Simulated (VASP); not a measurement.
# Ge (Fd-3m) in VASP: single point with PBE

Aim: the single point of Ge with PBE.

Program: VASP 6.6.1. These are calculated values, not measurements. Logs are shortened: lines on timing, memory, paths and dates and some standing lists are left out, and cuts for length are marked.

### Step 1. The cell of the first run

The structure is cubic, space group Fd-3m (No. 227). The conventional cell has a = 5.761 Å, b = 5.761 Å, c = 5.761 Å, α = 90.00°, β = 90.00°, γ = 90.00°. Ge (site symmetry -43m) has 4 Ge at 2.49 Å within 3.3 Å.

### Step 2. Single point, PBE

INCAR reads:

```
PREC = Accurate ; ENCUT = 520
EDIFF = 1E-7 ; ISMEAR = -1
SIGMA = 0.02 ; LREAL = False
LASPH = True ; NELM = 80
ALGO = Normal ; ISIF = 2
LWAVE = False ; LCHARG = False
GGA = PE ; NBANDS = 51
```

KPOINTS reads:

```
Automatic mesh
0
Gamma
  9 9 3
```

POSCAR reads:

```
Ge
1.0
    0.0000000000      2.8804751510     -2.8804751510
   -2.8804751510      0.0000000000      2.8804751510
    5.7609503020      5.7609503020      5.7609503020
Ge
6
Direct
    0.3333333330      0.6666666670      0.2083333330
    0.6666666670      0.3333333330      0.5416666670
    0.0000000000      0.0000000000      0.8750000000
    0.0000000000      0.0000000000      0.1250000000
    0.3333333330      0.6666666670      0.4583333330
    0.6666666670      0.3333333330      0.7916666670
```

Potentials or basis: VASP PAW PBE potentials, release 64 (Ge_d).

Launch:

```
$ cat potpaw_PBE.64/Ge_d/POTCAR > POTCAR
$ mpirun -np 1 vasp_std > vasp.out
```

OUTCAR:

```text
PREC = Accurate
   ENCUT = 520
   EDIFF = 1E-7
   ISMEAR = -1
   LREAL = False
   LASPH = True
   NELM = 80
   ISIF = 2
   GGA = PE

 ion  position               nearest neighbor table
   1  0.333  0.667  0.208-   4 2.49   4 2.49   5 2.49   4 2.49
   2  0.667  0.333  0.542-   5 2.49   6 2.49   5 2.49   5 2.49
   3  0.000  0.000  0.875-   6 2.49   4 2.49   6 2.49   6 2.49
   4  0.000  0.000  0.125-   1 2.49   1 2.49   3 2.49   1 2.49
   5  0.333  0.667  0.458-   2 2.49   1 2.49   2 2.49   2 2.49
   6  0.667  0.333  0.792-   3 2.49   2 2.49   3 2.49   3 2.49

  LATTYP: Found a hexagonal cell.
 ALAT       =     4.0736070246
 C/A-ratio  =     2.4494897428

  Lattice vectors:

 A1 = (   0.0000000000,   2.8804751510,  -2.8804751510)
 A2 = (  -2.8804751510,   0.0000000000,   2.8804751510)
 A3 = (   5.7609503020,   5.7609503020,   5.7609503020)

Analysis of symmetry for initial positions (statically):
=====================================================================
 Subroutine PRICEL returns following result:

  LATTYP: Found a face centered cubic cell.
 ALAT       =     5.7609502962

  Lattice vectors:

 A1 = (   2.8804751481,   2.8804751481,   0.0000000000)
 A2 = (  -0.0000000029,   2.8804751481,   2.8804751510)
 A3 = (   2.8804751568,   0.0000000058,   2.8804751510)

   3 primitive cells build up your supercell.

 Routine SETGRP: Setting up the symmetry group for a
 hexagonal supercell.

 Subroutine GETGRP returns: Found 12 space group operations
 (whereof 12 operations were pure point group operations)
 out of a pool of 24 trial point group operations.

The static configuration has the point symmetry D_3d.

Analysis of symmetry for dynamics (positions and initial velocities):
=====================================================================
 Subroutine PRICEL returns following result:

  LATTYP: Found a face centered cubic cell.
 ALAT       =     5.7609502962

  Lattice vectors:

 A1 = (   2.8804751481,   2.8804751481,   0.0000000000)
 A2 = (  -0.0000000029,   2.8804751481,   2.8804751510)
 A3 = (   2.8804751568,   0.0000000058,   2.8804751510)

   3 primitive cells build up your supercell.

 Routine SETGRP: Setting up the symmetry group for a
 hexagonal supercell.
[... 100 lines left out ...]
   LNONCOLLINEAR =      F non collinear calculations
   LSORBIT =      F    spin-orbit coupling
   LASPH  =      T    aspherical Exc in radial PAW
   ENCUT  =  520.0 eV  38.22 Ry    6.18 a.u.   7.57  7.57 18.55*2*pi/ulx,y,z
   NELM   =     80;   NELMIN=  2; NELMDL= -5     # of ELM steps
   EDIFF  = 0.1E-06   stopping-criterion for ELM
   LREAL  =      F    real-space projection
   EDIFFG = 0.1E-05   stopping-criterion for IOM
   NSW    =      0    number of steps for IOM
   IBRION =     -1    ionic relax: 0-MD 1-quasi-New 2-CG
   NFREE  =      0    steps in history (QN), initial steepest desc. (CG)
   ISIF   =      2    stress and relaxation
   ISYM   =      2    0-nonsym 1-usesym 2-fastsym
   POTIM  = 0.5000    time-step for ionic-motion
   TEBEG  =    0.0;   TEEND  =   0.0 temperature during run
   PSTRESS=    0.0 pullay stress
   NELECT =      84.0000    total number of electrons
   NUPDOWN=      -1.0000    fix difference up-down
   EMIN   =  10.00;   EMAX   =-10.00  energy-range for DOS
   EFERMI =   0.00;   METHOD = LEGACY
   ISMEAR =    -1;   SIGMA  =   0.02  broadening in eV -4-tet -1-fermi 0-gaus
   EFERMI_NEDOS =   21; number of points for ismear=-14 and -15
   IALGO  =     38    algorithm
   IMIX   =      4    mixing-type and parameters
     AMIX     =   0.40;   BMIX     =  1.00
     AMIX_MAG =   1.60;   BMIX_MAG =  1.00
  volume/ion in A,a.u.               =      23.90       161.28
  Fermi-wavevector in a.u.,A,eV,Ry     =   1.369788  2.588524 25.528874  1.876319
  Thomas-Fermi vector in A             =   2.495632
   LORBIT       =      0    0 simple, 1 ext, 2 COOP (PROOUT), +10 PAW based schemes
   GGA     = PE    functional components
   LHFCALC =     F    Hartree Fock is set to
   AEXX    =    0.0000 exact exchange contribution
   IVDW    =     0    specifies the selected vdW correction
   LEPSILON=     F    determine dielectric tensor
   LRPA    =     F    only Hartree local field effects (RPA)
 non-spin polarized calculation
  energy-cutoff  :      520.00
  volume of cell :      143.40
 maximum number of plane-waves:      3883
   NGX = 15   NGY = 15   NGZ = 37

 number of electron      83.9999935 magnetization

 Free energy of the ion-electron system (eV)
  ---------------------------------------------------
  ext. energy  EPLUGINS =         0.00000000
  ---------------------------------------------------
  free energy    TOTEN  =       -27.10196042 eV

  energy without entropy =      -27.10151342  energy(sigma->0) =      -27.10173692

 E-fermi :   4.4867     XC(G=0):  -9.6698

 val. band max:        4.4793275686   @ k =   0.0000   0.0000   0.0000
 cond. band min:       4.5288063084   @ k =   0.0000   0.0000   0.3333
 fundamental gap:      0.0494787398
 Fermi energy:         4.4867204898

 k-point     1 :       0.0000    0.0000    0.0000
  band No.  band energies     occupation
      1     -20.2858      2.00000
      2     -20.2858      2.00000
      3     -20.2858      2.00000
      4     -20.2858      2.00000
      5     -20.2671      2.00000
      6     -20.2665      2.00000
[... 1285 lines left out ...]
     50       9.8613      0.00000
     51       9.9094      0.00000

 [... further k-points ...]

------------------------ aborting loop because EDIFF is reached ----------------------------------------

  FORCE on cell =-STRESS in cart. coord.  units (eV):
  Direction    XX          YY          ZZ          XY          YZ          ZX
  --------------------------------------------------------------------------------------
  -------------------------------------------------------------------------------------
  Total       -0.0230210     -0.0230210     -0.0230210     -0.0192686     -0.0192686     -0.0192686
  in kB       -0.2572117     -0.2572117     -0.2572117     -0.2152863     -0.2152863     -0.2152863
  external PRESSURE =      -0.2572117 kB  Pullay stress =       0.0000000 kB

 VOLUME and BASIS-vectors are now :
 -----------------------------------------------------------------------------
  energy-cutoff  :      520.00
  volume of cell :      143.40
      direct lattice vectors                 reciprocal lattice vectors
     0.000000000  2.880475151 -2.880475151    -0.115721649  0.231443297 -0.115721649
    -2.880475151  0.000000000  2.880475151    -0.231443297  0.115721649  0.115721649
     5.760950302  5.760950302  5.760950302     0.057860824  0.057860824  0.057860824

 POSITION                                       TOTAL-FORCE (eV/Angst)
 -----------------------------------------------------------------------------------
     -0.72012      2.16036      2.16036        -0.002397     -0.002397     -0.002397
      2.16036      5.04083      2.16036        -0.002397     -0.002397     -0.002397
      5.04083      5.04083      5.04083        -0.002397     -0.002397     -0.002397
      0.72012      0.72012      0.72012         0.002397      0.002397      0.002397
      0.72012      3.60059      3.60059         0.002397      0.002397      0.002397
      3.60059      6.48107      3.60059         0.002397      0.002397      0.002397
 -----------------------------------------------------------------------------------
    total drift:                               -0.000000     -0.000000     -0.000000

  FREE ENERGIE OF THE ION-ELECTRON SYSTEM (eV)
  ---------------------------------------------------
  free  energy   TOTEN  =       -27.1019604236 eV

  energy  without entropy=      -27.1015134169  energy(sigma->0) =      -27.10173692
```

Run time: 3.3 min. Hardware: 1 thread of Oxide Virtual Turin-like, shared host; peak memory 0.29 GiB.

Results:

```yaml
Free_energy: -27.1020 eV
Pressure: 0.0 GPa
Band_gap_on_the_k_mesh: zero (filled and empty bands touch)
```

Caveat: semilocal functionals underestimate gaps, and a narrow one can read as zero.

The gap in the log of VASP goes by the Fermi energy; the results here count the filled bands.